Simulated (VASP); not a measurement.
# Au (I4/mmm) in VASP: a series of runs

Au is run at these levels: r2SCAN; tasks: single point.

Program: VASP 6.6.1. These are calculated values, not measurements. Logs are shortened: lines on timing, memory, paths and dates and some standing lists are left out, and cuts for length are marked.

## Step 1: The cell of the first run

The structure is tetragonal, space group I4/mmm (No. 139). Conventional cell: a = 3.397 Å, b = 3.397 Å, c = 3.480 Å, α = 90.00°, β = 90.00°, γ = 90.00°. Within 3.9 Å of Au (site symmetry 4/mmm) lie 14 Au at 2.97 to 3.48 Å.

## Step 2: Single point, r2SCAN (strain +0.025 along x and y, +0.050 along z)

POSCAR

```
Au
1.0
   -1.6987007250      1.6987007250      1.7401324500
    1.6987007250     -1.6987007250      1.7401324500
    1.6987007250      1.6987007250     -1.7401324500
Au
1
Direct
    0.0000000000      0.0000000000      0.0000000000
```

INCAR.step1

```
ALGO = Normal
EDIFF = 1E-4
ENCUT = 520
GGA = PE
ISMEAR = 0
LASPH = T
LCHARG = F
LREAL = F
LWAVE = T
NBANDS = 12
NELM = 100
PREC = Accurate
SIGMA = 0.15
```

INCAR.step2

```
ALGO = Normal
EDIFF = 1E-6
ENCUT = 520
ISIF = 2
ISMEAR = 0
ISTART = 1
LASPH = T
LCHARG = F
LMIXTAU = T
LREAL = F
LWAVE = F
METAGGA = R2SCAN
NBANDS = 12
NELM = 100
PREC = Accurate
SIGMA = 0.15
```

KPOINTS

```
k-points
0
Gamma
  20 20 20
```

Potentials or basis: VASP PAW PBE potentials, release 64 (Au).

Launch:

```sh
> cat potpaw_PBE.64/Au/POTCAR > POTCAR
> cp INCAR.step1 INCAR
> mpirun -np 1 vasp_std > vasp.out
> cp INCAR.step2 INCAR
> mpirun -np 1 vasp_std > vasp.out
```

OUTCAR:

```text
EDIFF = 1E-6
   ENCUT = 520
   ISIF = 2
   ISMEAR = 0
   ISTART = 1
   LASPH = T
   LREAL = F
   METAGGA = R2SCAN
   NELM = 100
   PREC = Accurate

 ion  position               nearest neighbor table
   1  0.000  0.000  0.000-

  LATTYP: Found a body centered tetragonal cell.
 ALAT       =     3.3974014500
 C/A-ratio  =     1.0243902439

  Lattice vectors:

 A1 = (  -1.6987007250,   1.6987007250,   1.7401324500)
 A2 = (   1.6987007250,  -1.6987007250,   1.7401324500)
 A3 = (   1.6987007250,   1.6987007250,  -1.7401324500)

Analysis of symmetry for initial positions (statically):
=====================================================================
 Subroutine PRICEL returns:
 Original cell was already a primitive cell.

 Routine SETGRP: Setting up the symmetry group for a
 body centered tetragonal supercell.

 Subroutine GETGRP returns: Found 16 space group operations
 (whereof 16 operations were pure point group operations)
 out of a pool of 16 trial point group operations.

The static configuration has the point symmetry D_4h.

Analysis of symmetry for dynamics (positions and initial velocities):
=====================================================================
 Subroutine PRICEL returns:
 Original cell was already a primitive cell.

 Routine SETGRP: Setting up the symmetry group for a
 body centered tetragonal supercell.

 Subroutine GETGRP returns: Found 16 space group operations
 (whereof 16 operations were pure point group operations)
 out of a pool of 16 trial point group operations.

The dynamic configuration has the point symmetry D_4h.

 Subroutine INISYM returns: Found 16 space group operations
 (whereof 16 operations are pure point group operations),
 and found     1 'primitive' translations

----------------------------------------------------------------------------------------

                                     Primitive cell

  volume of cell :      20.0852

  direct lattice vectors                    reciprocal lattice vectors
    -1.698700725  1.698700725  1.740132450     0.000000000  0.294342607  0.287334450
     1.698700725 -1.698700725  1.740132450     0.294342607  0.000000000  0.287334450
     1.698700725  1.698700725 -1.740132450     0.294342607  0.294342607  0.000000000

  length of vectors
     2.966349482  2.966349482  2.966349482     0.411337643  0.411337643  0.416263307

  position of ions in fractional coordinates (direct lattice)
     0.000000000  0.000000000  0.000000000

  ion indices of the primitive-cell ions
   primitive index   ion index
                 1           1

----------------------------------------------------------------------------------------

 KPOINTS: k-points

Automatic generation of k-mesh.
 Grid dimensions read from file:
 generate k-points for:   20   20   20

 Generating k-lattice:

  Cartesian coordinates                     Fractional coordinates (reciprocal lattice)
     0.000000000  0.014717130  0.014366722     0.050000000 -0.000000000  0.000000000
     0.014717130  0.000000000  0.014366722    -0.000000000  0.050000000  0.000000000
     0.014717130  0.014717130  0.000000000     0.000000000  0.000000000  0.050000000

  Length of vectors
     0.020566882  0.020566882  0.020813165

  Shift w.r.t. Gamma in fractional coordinates (k-lattice)
     0.000000000  0.000000000  0.000000000

 Subroutine IBZKPT returns following result:
 ===========================================

 Found    641 irreducible k-points:

 Following reciprocal coordinates:
            Coordinates               Weight
  0.000000  0.000000  0.000000      1.000000
  0.050000 -0.000000  0.000000      8.000000
  0.100000 -0.000000  0.000000      8.000000
  0.150000  0.000000 -0.000000      8.000000
  0.200000 -0.000000  0.000000      8.000000
  0.250000 -0.000000  0.000000      8.000000
[... 16 lines left out ...]
 -0.400000  0.050000 -0.000000     16.000000
 -0.350000  0.050000  0.000000     16.000000
 [... further k-points ...]
   k-points           NKPTS =    641   k-points in BZ     NKDIM =    641   number of bands    NBANDS=     12
   number of dos      NEDOS =    301   number of ions     NIONS =      1
   total plane-waves  NPLWV =  13824
   dimension x,y,z NGX =    24 NGY =   24 NGZ =   24
   dimension x,y,z NGXF=    48 NGYF=   48 NGZF=   48
   ions per type =               1
   NGX,Y,Z   is equivalent  to a cutoff of  13.45, 13.45, 13.45 a.u.
   NGXF,Y,Z  is equivalent  to a cutoff of  26.90, 26.90, 26.90 a.u.
 SYSTEM =  unknown system
   PREC   = accura    normal or accurate (medium, high low for compatibility)
   ISTART =      1    job   : 0-new  1-cont  2-samecut
   ICHARG =      0    charge: 1-file 2-atom 10-const
   ISPIN  =      1    spin polarized calculation?
   LNONCOLLINEAR =      F non collinear calculations
   LSORBIT =      F    spin-orbit coupling
   LASPH  =      T    aspherical Exc in radial PAW
   ENCUT  =  520.0 eV  38.22 Ry    6.18 a.u.   5.52  5.52  5.52*2*pi/ulx,y,z
   NELM   =    100;   NELMIN=  2; NELMDL=  0     # of ELM steps
   EDIFF  = 0.1E-05   stopping-criterion for ELM
   LREAL  =      F    real-space projection
   EDIFFG = 0.1E-04   stopping-criterion for IOM
   NSW    =      0    number of steps for IOM
   IBRION =     -1    ionic relax: 0-MD 1-quasi-New 2-CG
   NFREE  =      0    steps in history (QN), initial steepest desc. (CG)
   ISIF   =      2    stress and relaxation
   ISYM   =      2    0-nonsym 1-usesym 2-fastsym
   POTIM  = 0.5000    time-step for ionic-motion
   TEBEG  =    0.0;   TEEND  =   0.0 temperature during run
   PSTRESS=    0.0 pullay stress
   NELECT =      11.0000    total number of electrons
   NUPDOWN=      -1.0000    fix difference up-down
   EMIN   =  10.00;   EMAX   =-10.00  energy-range for DOS
   EFERMI =   0.00;   METHOD = LEGACY
   ISMEAR =     0;   SIGMA  =   0.15  broadening in eV -4-tet -1-fermi 0-gaus
   EFERMI_NEDOS =   21; number of points for ismear=-14 and -15
   IALGO  =     38    algorithm
   IMIX   =      4    mixing-type and parameters
     AMIX     =   0.40;   BMIX     =  1.00
     AMIX_MAG =   1.60;   BMIX_MAG =  1.00
  volume/ion in A,a.u.               =      20.09       135.54
  Fermi-wavevector in a.u.,A,eV,Ry     =   1.339411  2.531119 24.409132  1.794021
  Thomas-Fermi vector in A             =   2.467804
   LORBIT       =      0    0 simple, 1 ext, 2 COOP (PROOUT), +10 PAW based schemes
   METAGGA = R2SCAN    functional components
   LHFCALC =     F    Hartree Fock is set to
   AEXX    =    0.0000 exact exchange contribution
   IVDW    =     0    specifies the selected vdW correction
   LEPSILON=     F    determine dielectric tensor
   LRPA    =     F    only Hartree local field effects (RPA)
 non-spin polarized calculation
 Gauss-broadening in eV      SIGMA  =   0.15
  energy-cutoff  :      520.00
  volume of cell :       20.09
 maximum number of plane-waves:       563
 NGX is ok and might be reduce to    24
   NGX = 11   NGY = 11   NGZ = 11

 number of electron      11.0000000 magnetization

 Free energy of the ion-electron system (eV)
  ---------------------------------------------------
  ext. energy  EPLUGINS =         0.00000000
  ---------------------------------------------------
  free energy    TOTEN  =       -50.45838006 eV

  energy without entropy =      -50.45386525  energy(sigma->0) =      -50.45612265

 E-fermi :   6.9257     XC(G=0): -12.4833

 val. band max:        6.9246959661   @ k =   0.3000   0.1000   0.1000
 cond. band min:       6.9258206619   @ k =   0.5000   0.1500   0.1000
 fundamental gap:      0.0011246958
 Fermi energy:         6.9257444297

 k-point     1 :       0.0000    0.0000    0.0000
  band No.  band energies     occupation
      1      -1.5577      2.00000
      2       2.5041      2.00000
      3       2.5041      2.00000
      4       2.6236      2.00000
      5       3.9790      2.00000
      6       4.1122      2.00000
      7      23.8422      0.00000
      8      24.2198      0.00000
      9      24.2198      0.00000
     10      28.6986      0.00000
     11      29.3211      0.00000
     12      29.3211      0.00000

 k-point     2 :       0.0500   -0.0000    0.0000
  band No.  band energies     occupation
      1      -1.4755      2.00000
      2       2.5088      2.00000
      3       2.5104      2.00000
      4       2.6479      2.00000
      5       3.9603      2.00000
      6       4.1051      2.00000
      7      23.8177      0.00000
      8      24.1708      0.00000
      9      24.3069      0.00000
     10      27.9641      0.00000
     11      28.5148      0.00000
     12      28.9825      0.00000

 k-point     3 :       0.1000   -0.0000    0.0000
  band No.  band energies     occupation
      1      -1.2337      2.00000
      2       2.4709      2.00000
      3       2.5220      2.00000
      4       2.7793      2.00000
      5       3.9051      2.00000
      6       4.0939      2.00000
      7      23.4552      0.00000
      8      24.0054      0.00000
      9      24.5604      0.00000
     10      26.7895      0.00000
     11      27.4796      0.00000
     12      28.0977      0.00000
[... 286 lines left out ...]
 k-point    23 :      -0.4000    0.0500   -0.0000
  band No.  band energies     occupation
      1       0.7734      2.00000
      2       1.8771      2.00000
      3       3.7070      2.00000
      4       4.0786      2.00000
      5       4.3444      2.00000
      6       5.1325      2.00000
      7      13.0586      0.00000
      8      20.3090      0.00000
      9      21.1188      0.00000
     10      27.1703      0.00000
     11      27.6476      0.00000
     12      29.7937      0.00000

 k-point    24 :      -0.3500    0.0500    0.0000
  band No.  band energies     occupation
      1       0.6828      2.00000
      2       1.9730      2.00000
      3       3.3402      2.00000
      4       3.8204      2.00000
      5       4.1683      2.00000
      6       4.5376      2.00000
      7      15.0237      0.00000
      8      20.8787      0.00000
      9      21.9939      0.00000
     10      26.7762      0.00000
     11      27.3611      0.00000
     12      29.3187      0.00000

 [... further k-points ...]

------------------------ aborting loop because EDIFF is reached ----------------------------------------

  FORCE on cell =-STRESS in cart. coord.  units (eV):
  Direction    XX          YY          ZZ          XY          YZ          ZX
  --------------------------------------------------------------------------------------
  -------------------------------------------------------------------------------------
  Total       -1.6692769     -1.6692769     -1.6482201      0.0000000     -0.0000000      0.0000000
  in kB     -133.1566723   -133.1566723   -131.4769912      0.0000000     -0.0000000      0.0000000
  external PRESSURE =    -132.5967786 kB  Pullay stress =       0.0000000 kB

 VOLUME and BASIS-vectors are now :
 -----------------------------------------------------------------------------
  energy-cutoff  :      520.00
  volume of cell :       20.09
      direct lattice vectors                 reciprocal lattice vectors
    -1.698700725  1.698700725  1.740132450     0.000000000  0.294342607  0.287334450
     1.698700725 -1.698700725  1.740132450     0.294342607  0.000000000  0.287334450
     1.698700725  1.698700725 -1.740132450     0.294342607  0.294342607  0.000000000

 POSITION                                       TOTAL-FORCE (eV/Angst)
 -----------------------------------------------------------------------------------
      0.00000      0.00000      0.00000        -0.000000      0.000000      0.000000
 -----------------------------------------------------------------------------------
    total drift:                                0.000000      0.000000     -0.000000

  FREE ENERGIE OF THE ION-ELECTRON SYSTEM (eV)
  ---------------------------------------------------
  free  energy   TOTEN  =       -50.4583800569 eV

  energy  without entropy=      -50.4538652455  energy(sigma->0) =      -50.45612265
```

It took 4.9 min on 1 thread of Intel Xeon 8581C, shared host; peak memory 0.27 GiB.

What came out:

```
Free energy            : -50.4584 eV
Pressure               : -13.3 GPa
Band gap on the k mesh : zero (an odd number of electrons rules out a gap without spin polarisation)
```

Caveat: the cell differs from its parent crystal (strain +0.025 along x and y, +0.050 along z); the cell stands under tension; the PAW data sets were made with another functional, which shifts forces and pressure a little; spin-orbit coupling is left out, which moves the levels of the heavy elements.

## Step 3: Single point, r2SCAN (strain +0.050 along x and y, +0.025 along z)

POSCAR

```
Au
1.0
   -1.7401324500      1.7401324500      1.6987007250
    1.7401324500     -1.7401324500      1.6987007250
    1.7401324500      1.7401324500     -1.6987007250
Au
1
Direct
    0.0000000000      0.0000000000      0.0000000000
```

INCAR.step1

```
PREC = Accurate
ENCUT = 520
ISMEAR = 0
SIGMA = 0.15
LREAL = False
LASPH = True
NELM = 100
NBANDS = 12
GGA = PE
ALGO = Normal
EDIFF = 1E-4
LWAVE = True
LCHARG = False
```

INCAR.step2

```
PREC = Accurate
ENCUT = 520
EDIFF = 1E-7
ISMEAR = 0
SIGMA = 0.15
LREAL = False
LASPH = True
NELM = 100
ALGO = Normal
ISIF = 2
LWAVE = False
LCHARG = True
METAGGA = R2SCAN
LMIXTAU = True
LELF = True
LVHAR = True
NBANDS = 12
ISTART = 1
```

KPOINTS

```
Automatic mesh
0
Gamma
  20 20 20
```

Potentials or basis: VASP PAW PBE potentials, release 64 (Au).

Launch:

```sh
> cat potpaw_PBE.64/Au/POTCAR > POTCAR
> cp INCAR.step1 INCAR
> mpirun -np 1 vasp_std > vasp.out
> cp INCAR.step2 INCAR
> mpirun -np 1 vasp_std > vasp.out
```

It took 6 min on 1 thread of Intel Xeon 8581C, shared host; peak memory 0.27 GiB.

The run converged. Its results:

- Free energy: -50.4159 eV
- Pressure: -14.6 GPa
- Band gap on the k mesh: zero (an odd number of electrons rules out a gap without spin polarisation)

Stress tensor (GPa, compression positive):
```
-14.60   0.00   0.00
  0.00 -14.60   0.00
  0.00   0.00 -14.71
```

Levels at points of the mesh, in eV from the Fermi level:
```
           k point  band 2  band 3  band 4  band 5  band 6  band 7  band 8  band 9  band 10  band 11
(0.00, 0.00, 0.00)   -4.35   -4.23   -4.23   -2.89   -2.76   16.99   16.99   17.40    21.58    21.58
(0.50, 0.00, 0.00)   -5.11   -2.92   -2.66   -1.68    0.29    2.65   12.60   12.89    19.73    20.45
(0.50, 0.50, 0.00)   -4.98   -3.04   -2.75   -1.70    0.17    2.47   12.98   13.39    20.40    20.79
(0.50, 0.50, 0.50)   -5.65   -1.97   -1.97   -1.93    6.15    6.15    6.79    7.83    14.48    14.95
```

Caveat: the cell differs from its parent crystal (strain +0.050 along x and y, +0.025 along z); the cell stands under tension; the PAW data sets were made with another functional, which shifts forces and pressure a little; spin-orbit coupling is left out, which moves the levels of the heavy elements.
